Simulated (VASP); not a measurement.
# MnBe3Te4 (P-43m) in VASP: further runs

Runs on MnBe3Te4. Level: PBE. Tasks: single point.

All numbers are computed with VASP 6.6.1; they aren't measurements. Logs are shortened: lines on timing, memory, paths and dates and some standing lists are left out, and cuts for length are marked.

## Step 1: The cell of the first run

Symmetry: P-43m, No. 215, cubic system. The conventional cell has a = 5.672 Å, b = 5.672 Å, c = 5.672 Å, α = 90.00°, β = 90.00°, γ = 90.00°. Within 3.3 Å of Be (site symmetry -42m) lie 4 Te at 2.50 Å. Mn (site symmetry -43m) has 4 Te at 2.32 Å within 3.1 Å. Within 3.1 Å of Te (site symmetry 3m) lie 1 Mn at 2.32 Å and 3 Be at 2.50 Å.

The cell was built from a structure type or drawn by symmetry, and may not be a known phase.

## Step 2: Single point, PBE, collinear spin, ferromagnetic start

File INCAR:

```
PREC     = Accurate       # precision mode
ENCUT    = 520            # plane-wave cutoff, eV
EDIFF    = 1E-6           # SCF threshold, eV
ISMEAR   = 0              # smearing method
SIGMA    = 0.1            # smearing width, eV
LREAL    = False          # projectors in reciprocal space
LASPH    = True           # aspherical terms in the spheres
NELM     = 150            # most SCF steps
ALGO     = Normal         # electronic algorithm
ISIF     = 2              # what is computed and relaxed
LWAVE    = False          # write WAVECAR
LCHARG   = True           # write CHGCAR
ISPIN    = 2              # spin polarisation
MAGMOM   = 0 0 0 4 0 0 0 0 # initial moments
LORBIT   = 11             # projections on sites
LMAXMIX  = 4              # l up to which the mixer works
GGA      = PE             # functional
LELF     = True           # ELF
LVHAR    = True         
NBANDS   = 36             # bands
```

File KPOINTS:

```
Automatic mesh
0
Gamma
  4 4 4
```

File POSCAR:

```
MnBe3Te4
1.0
    5.6715847300      0.0000000000      0.0000000000
    0.0000000000      5.6715847300      0.0000000000
    0.0000000000      0.0000000000      5.6715847300
Be Mn Te
3 1 4
Direct
    0.0000000000      0.5000000000      0.5000000000
    0.5000000000      0.5000000000      0.0000000000
    0.5000000000      0.0000000000      0.5000000000
    0.0000000000      0.0000000000      0.0000000000
    0.7636086300      0.7636086300      0.2363913700
    0.7636086300      0.2363913700      0.7636086300
    0.2363913700      0.7636086300      0.7636086300
    0.2363913700      0.2363913700      0.2363913700
```

Potentials or basis: VASP PAW PBE potentials, release 64 (Be, Mn_pv, Te).

Command:

```
$ cat potpaw_PBE.64/Be/POTCAR potpaw_PBE.64/Mn_pv/POTCAR potpaw_PBE.64/Te/POTCAR > POTCAR
$ mpirun -np 1 vasp_std > vasp.out
```

OUTCAR:

```text
PREC = Accurate
   ENCUT = 520
   EDIFF = 1E-6
   ISMEAR = 0
   LREAL = False
   LASPH = True
   NELM = 150
   ISIF = 2
   ISPIN = 2
   LORBIT = 11
   GGA = PE

 ion  position               nearest neighbor table
   1  0.000  0.500  0.500-   5 2.50   6 2.50   7 2.50   8 2.50
   2  0.500  0.500  0.000-   5 2.50   6 2.50   7 2.50   8 2.50
   3  0.500  0.000  0.500-   5 2.50   6 2.50   7 2.50   8 2.50
   4  0.000  0.000  0.000-   5 2.32   6 2.32   7 2.32   8 2.32
   5  0.764  0.764  0.236-   4 2.32   2 2.50   3 2.50   1 2.50
   6  0.764  0.236  0.764-   4 2.32   2 2.50   3 2.50   1 2.50
   7  0.236  0.764  0.764-   4 2.32   2 2.50   3 2.50   1 2.50
   8  0.236  0.236  0.236-   4 2.32   2 2.50   3 2.50   1 2.50

  LATTYP: Found a simple cubic cell.
 ALAT       =     5.6715847300

  Lattice vectors:

 A1 = (   5.6715847300,   0.0000000000,   0.0000000000)
 A2 = (   0.0000000000,   5.6715847300,   0.0000000000)
 A3 = (   0.0000000000,   0.0000000000,   5.6715847300)

Analysis of symmetry for initial positions (statically):
=====================================================================
 Subroutine PRICEL returns:
 Original cell was already a primitive cell.

 Routine SETGRP: Setting up the symmetry group for a
 simple cubic supercell.

 Subroutine GETGRP returns: Found 24 space group operations
 (whereof 24 operations were pure point group operations)
 out of a pool of 48 trial point group operations.

The static configuration has the point symmetry T_d .

Analysis of symmetry for dynamics (positions and initial velocities):
=====================================================================
 Subroutine PRICEL returns:
 Original cell was already a primitive cell.

 Routine SETGRP: Setting up the symmetry group for a
 simple cubic supercell.

 Subroutine GETGRP returns: Found 24 space group operations
 (whereof 24 operations were pure point group operations)
 out of a pool of 48 trial point group operations.

The dynamic configuration has the point symmetry T_d .

Analysis of structural, dynamic, and magnetic symmetry:
=====================================================================
 Subroutine PRICEL returns:
 Original cell was already a primitive cell.

 Routine SETGRP: Setting up the symmetry group for a
 simple cubic supercell.

 Subroutine GETGRP returns: Found 24 space group operations
 (whereof 24 operations were pure point group operations)
 out of a pool of 48 trial point group operations.

The overall configuration has the point symmetry T_d .

 Subroutine INISYM returns: Found 24 space group operations
 (whereof 24 operations are pure point group operations),
 and found     1 'primitive' translations

----------------------------------------------------------------------------------------

                                     Primitive cell

  volume of cell :     182.4371

  direct lattice vectors                    reciprocal lattice vectors
     5.671584730  0.000000000  0.000000000     0.176317563  0.000000000  0.000000000
     0.000000000  5.671584730  0.000000000     0.000000000  0.176317563  0.000000000
     0.000000000  0.000000000  5.671584730     0.000000000  0.000000000  0.176317563

  length of vectors
     5.671584730  5.671584730  5.671584730     0.176317563  0.176317563  0.176317563

  position of ions in fractional coordinates (direct lattice)
     0.000000000  0.500000000  0.500000000
     0.500000000  0.500000000  0.000000000
     0.500000000  0.000000000  0.500000000
     0.000000000  0.000000000  0.000000000
     0.763608630  0.763608630  0.236391370
     0.763608630  0.236391370  0.763608630
     0.236391370  0.763608630  0.763608630
     0.236391370  0.236391370  0.236391370

  ion indices of the primitive-cell ions
   primitive index   ion index
                 1           1
                 2           2
                 3           3
                 4           4
                 5           5
                 6           6
                 7           7
                 8           8

----------------------------------------------------------------------------------------

 KPOINTS: Automatic mesh

Automatic generation of k-mesh.
 Grid dimensions read from file:
 generate k-points for:    4    4    4

 Generating k-lattice:

  Cartesian coordinates                     Fractional coordinates (reciprocal lattice)
     0.044079391  0.000000000  0.000000000     0.250000000  0.000000000  0.000000000
     0.000000000  0.044079391  0.000000000     0.000000000  0.250000000  0.000000000
     0.000000000  0.000000000  0.044079391     0.000000000  0.000000000  0.250000000

  Length of vectors
     0.044079391  0.044079391  0.044079391

  Shift w.r.t. Gamma in fractional coordinates (k-lattice)
     0.000000000  0.000000000  0.000000000

 Subroutine IBZKPT returns following result:
 ===========================================

 Found     10 irreducible k-points:

 Following reciprocal coordinates:
            Coordinates               Weight
  0.000000  0.000000  0.000000      1.000000
  0.250000  0.000000  0.000000      6.000000
  0.500000  0.000000  0.000000      3.000000
  0.250000  0.250000  0.000000     12.000000
  0.500000  0.250000  0.000000     12.000000
  0.500000  0.500000  0.000000      3.000000
  0.250000  0.250000  0.250000      8.000000
  0.500000  0.250000  0.250000     12.000000
  0.500000  0.500000  0.250000      6.000000
  0.500000  0.500000  0.500000      1.000000
   k-points           NKPTS =     10   k-points in BZ     NKDIM =     10   number of bands    NBANDS=     36
   number of dos      NEDOS =    301   number of ions     NIONS =      8
   total plane-waves  NPLWV =  74088
   dimension x,y,z NGX =    42 NGY =   42 NGZ =   42
   dimension x,y,z NGXF=    84 NGYF=   84 NGZF=   84
   ions per type =               3   1   4
   NGX,Y,Z   is equivalent  to a cutoff of  12.31, 12.31, 12.31 a.u.
   NGXF,Y,Z  is equivalent  to a cutoff of  24.62, 24.62, 24.62 a.u.
 SYSTEM =  unknown system
   PREC   = accura    normal or accurate (medium, high low for compatibility)
   ISTART =      0    job   : 0-new  1-cont  2-samecut
   ICHARG =      2    charge: 1-file 2-atom 10-const
   ISPIN  =      2    spin polarized calculation?
   LNONCOLLINEAR =      F non collinear calculations
   LSORBIT =      F    spin-orbit coupling
   LASPH  =      T    aspherical Exc in radial PAW
   ENCUT  =  520.0 eV  38.22 Ry    6.18 a.u.  10.55 10.55 10.55*2*pi/ulx,y,z
   NELM   =    150;   NELMIN=  2; NELMDL= -5     # of ELM steps
   EDIFF  = 0.1E-05   stopping-criterion for ELM
   LREAL  =      F    real-space projection
[... 7 lines left out ...]
   TEBEG  =    0.0;   TEEND  =   0.0 temperature during run
   PSTRESS=    0.0 pullay stress
   NELECT =      43.0000    total number of electrons
   NUPDOWN=      -1.0000    fix difference up-down
   EMIN   =  10.00;   EMAX   =-10.00  energy-range for DOS
   EFERMI =   0.00;   METHOD = LEGACY
   ISMEAR =     0;   SIGMA  =   0.10  broadening in eV -4-tet -1-fermi 0-gaus
   EFERMI_NEDOS =   21; number of points for ismear=-14 and -15
   IALGO  =     38    algorithm
   IMIX   =      4    mixing-type and parameters
     AMIX     =   0.40;   BMIX     =  1.00
     AMIX_MAG =   1.60;   BMIX_MAG =  1.00
  volume/ion in A,a.u.               =      22.80       153.89
  Fermi-wavevector in a.u.,A,eV,Ry     =   1.011253  1.910991 13.913766  1.022633
  Thomas-Fermi vector in A             =   2.144292
   LORBIT       =     11    0 simple, 1 ext, 2 COOP (PROOUT), +10 PAW based schemes
   GGA     = PE    functional components
   LHFCALC =     F    Hartree Fock is set to
   AEXX    =    0.0000 exact exchange contribution
   IVDW    =     0    specifies the selected vdW correction
   LEPSILON=     F    determine dielectric tensor
   LRPA    =     F    only Hartree local field effects (RPA)
 spin polarized calculation
 Gauss-broadening in eV      SIGMA  =   0.10
  energy-cutoff  :      520.00
  volume of cell :      182.44
 maximum number of plane-waves:      4945
   NGX = 21   NGY = 21   NGZ = 21

 number of electron      43.0000032 magnetization       4.5719668

 Free energy of the ion-electron system (eV)
  ---------------------------------------------------
  ext. energy  EPLUGINS =         0.00000000
  ---------------------------------------------------
  free energy    TOTEN  =       -32.53176695 eV

  energy without entropy =      -32.52150312  energy(sigma->0) =      -32.52663504

 E-fermi :   6.1144     XC(G=0):  -9.2565

 val. band max:        6.0645982625   @ k =   0.5000   0.0000   0.0000
 cond. band min:       6.1838326595   @ k =   0.5000   0.2500   0.0000
 fundamental gap:      0.1192343970
 Fermi energy:         6.1143762684

 spin component 1

 k-point     1 :       0.0000    0.0000    0.0000
  band No.  band energies     occupation
      1     -43.8178      1.00000
      2     -43.8178      1.00000
      3     -43.8178      1.00000
      4      -7.0785      1.00000
      5      -5.3023      1.00000
      6      -5.3023      1.00000
[... 25 lines left out ...]
     32       9.2085      0.00000
     33       9.2085      0.00000
[... 292 lines left out ...]
      2     -43.8178      1.00000
      3     -43.8178      1.00000
      4      -5.8330      1.00000
      5      -5.7632      1.00000
      6      -5.7632      1.00000
[... 25 lines left out ...]
     32       9.9818      0.00000
     33       9.9818      0.00000
 Fermi energy:         6.1143762684

 spin component 2

 k-point     1 :       0.0000    0.0000    0.0000
  band No.  band energies     occupation
      1     -40.3594      1.00000
      2     -40.3594      1.00000
      3     -40.3594      1.00000
      4      -6.9347      1.00000
      5      -5.2018      1.00000
      6      -5.2018      1.00000
[... 25 lines left out ...]
     32       9.5790      0.00000
     33       9.5790      0.00000
[... 292 lines left out ...]
      2     -40.3594      1.00000
      3     -40.3594      1.00000
      4      -5.6801      1.00000
      5      -5.6609      1.00000
      6      -5.6609      1.00000
[... 25 lines left out ...]
     32      10.6240      0.00000
     33      10.6240      0.00000
 [bands above 33 left out]

------------------------ aborting loop because EDIFF is reached ----------------------------------------

  FORCE on cell =-STRESS in cart. coord.  units (eV):
  Direction    XX          YY          ZZ          XY          YZ          ZX
  --------------------------------------------------------------------------------------
  -------------------------------------------------------------------------------------
  Total        9.4523573      9.4523573      9.4523573     -0.0000000      0.0000000     -0.0000000
  in kB       83.0113425     83.0113425     83.0113425     -0.0000000      0.0000000     -0.0000000
  external PRESSURE =      83.0113425 kB  Pullay stress =       0.0000000 kB

 VOLUME and BASIS-vectors are now :
 -----------------------------------------------------------------------------
  energy-cutoff  :      520.00
  volume of cell :      182.44
      direct lattice vectors                 reciprocal lattice vectors
     5.671584730  0.000000000  0.000000000     0.176317563  0.000000000  0.000000000
     0.000000000  5.671584730  0.000000000     0.000000000  0.176317563  0.000000000
     0.000000000  0.000000000  5.671584730     0.000000000  0.000000000  0.176317563

 POSITION                                       TOTAL-FORCE (eV/Angst)
 -----------------------------------------------------------------------------------
      0.00000      2.83579      2.83579         0.000000     -0.000000      0.000000
      2.83579      2.83579      0.00000         0.000000      0.000000      0.000000
      2.83579      0.00000      2.83579         0.000000      0.000000      0.000000
      0.00000      0.00000      0.00000         0.000000     -0.000000      0.000000
      4.33087      4.33087      1.34071        -2.340325     -2.340325      2.340325
      4.33087      1.34071      4.33087        -2.340325      2.340325     -2.340325
      1.34071      4.33087      4.33087         2.340325     -2.340325     -2.340325
      1.34071      1.34071      1.34071         2.340325      2.340325      2.340325
 -----------------------------------------------------------------------------------
    total drift:                                0.000000      0.000000      0.000000

  FREE ENERGIE OF THE ION-ELECTRON SYSTEM (eV)
  ---------------------------------------------------
  free  energy   TOTEN  =       -32.5317669523 eV

  energy  without entropy=      -32.5215031245  energy(sigma->0) =      -32.52663504

 total charge

# of ion       s       p       d       tot
------------------------------------------
    1        0.371   0.505   0.000   0.876
    2        0.371   0.505   0.000   0.876
    3        0.371   0.505   0.000   0.876
    4        0.384   6.414   5.255  12.053
    5        1.343   2.140   0.053   3.536
    6        1.343   2.140   0.053   3.536
    7        1.343   2.140   0.053   3.536
    8        1.343   2.140   0.053   3.536
--------------------------------------------------
tot          6.869  16.488   5.466  28.824

 magnetization (x)

# of ion       s       p       d       tot
------------------------------------------
    1        0.024   0.058   0.000   0.082
    2        0.024   0.058   0.000   0.082
    3        0.024   0.058   0.000   0.082
    4        0.028   0.097   3.243   3.368
    5        0.001   0.008   0.021   0.030
    6        0.001   0.008   0.021   0.030
    7        0.001   0.008   0.021   0.030
    8        0.001   0.008   0.021   0.030
--------------------------------------------------
tot          0.105   0.302   3.328   3.735
```

Wall time 68 s (1 thread of Intel Xeon 6975P-C (Granite Rapids), shared host); peak memory 0.37 GiB.

What came out:

* Free energy: -32.5318 eV
* Pressure: 8.3 GPa
* Largest force: 4.054 eV/Å
* Net moment: 4.57 μB per cell
* Site moments: Be +0.08; Mn +3.37; Te +0.03 μB
* Valence electrons inside the program's atomic spheres: Be 0.88; Mn 12.05; Te 3.54

Forces on the atoms (eV/Å):
```
Be   0.000  0.000  0.000
Be   0.000  0.000  0.000
Be   0.000  0.000  0.000
Mn   0.000  0.000  0.000
Te  -2.340 -2.340  2.340
Te  -2.340  2.340 -2.340
Te   2.340 -2.340 -2.340
Te   2.340  2.340  2.340
```

Levels at points of the mesh, in eV from the Fermi level:
Spin up:
| k point | band 21 | band 22 | band 23 | band 24 | band 25 | band 26 | band 27 | band 28 |
| --- | --- | --- | --- | --- | --- | --- | --- | --- |
| (0.00, 0.00, 0.00) | -2.73 | 0.38 | 0.38 | 0.38 | 1.56 | 1.56 | 1.56 | 1.97 |
| (0.50, 0.00, 0.00) | -2.19 | -1.34 | -0.96 | -0.96 | 1.88 | 2.20 | 3.63 | 3.83 |
| (0.50, 0.50, 0.00) | -1.76 | -1.20 | -0.66 | -0.66 | 2.85 | 2.85 | 3.33 | 3.59 |
| (0.50, 0.50, 0.50) | -0.99 | -0.34 | -0.34 | -0.34 | 2.19 | 2.19 | 2.19 | 3.31 |
Spin down:
```tsv
k point	band 16	band 17	band 18	band 19	band 20	band 21	band 22	band 23
(0.00, 0.00, 0.00)	-3.19	-2.06	-2.06	-2.06	-0.31	-0.31	1.22	1.22
(0.50, 0.00, 0.00)	-2.91	-2.91	-2.30	-2.30	-0.05	0.46	0.74	0.74
(0.50, 0.50, 0.00)	-2.66	-2.42	-2.42	-1.62	0.14	0.21	0.68	1.11
(0.50, 0.50, 0.50)	-2.34	-1.90	-1.90	-1.90	0.58	0.58	1.20	1.20
```

Caveat: the cell stands under pressure; spin-orbit coupling is left out, which moves the levels of the heavy elements; a cell with one magnetic atom can't hold antiferromagnetic order, which such compounds often take; semilocal functionals often make such compounds metallic where correlation or magnetic order opens a gap, which also shifts bond lengths; forces of over 1 eV/Å act on the atoms, so gaps and moduli don't describe the material at rest.

(Part 1 of 2 ends here.)
